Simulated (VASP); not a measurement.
Input of a VASP 6.6.1 run:

File INCAR:

```
SYSTEM = Ru
ALGO = Fast
EDIFF = 1E-6
ENCUT = 520
GGA = PE
ISIF = 2
ISMEAR = 0
LASPH = .True.
LCHARG = .False.
LREAL = .False.
LWAVE = .False.
NBANDS = 21
NELM = 80
PREC = Accurate
SIGMA = 0.15
```

The input KPOINTS:

```
k-points
0
Gamma
  21 21 12
  0 0 0
```

File POSCAR:

```
Ru
1.0
    2.5922973633      0.0000000000      0.0000000000
   -1.2961486817      2.2449953708      0.0000000000
    0.0000000000      0.0000000000      4.3514303541
Ru
2
Direct
    0.3333333333      0.6666666667      0.2500000000
    0.6666666667      0.3333333333      0.7500000000
```

Potentials or basis: VASP PAW PBE potentials, release 64 (Ru_pv).

Command:

```bash
$ cat potpaw_PBE.64/Ru_pv/POTCAR > POTCAR
$ mpirun -np 1 vasp_std > vasp.out
```

Task: Estimate the pressure.

Result: 32.7 GPa.

Task: Predict the band gap on the k mesh.

Result: Zero (bands 14 and 15 overlap by 3.47 eV).

Stress tensor (GPa, compression positive):
```
44.39  0.00  0.00
 0.00 44.39  0.00
 0.00  0.00  9.35
```

Caveat: the cell stands under pressure.
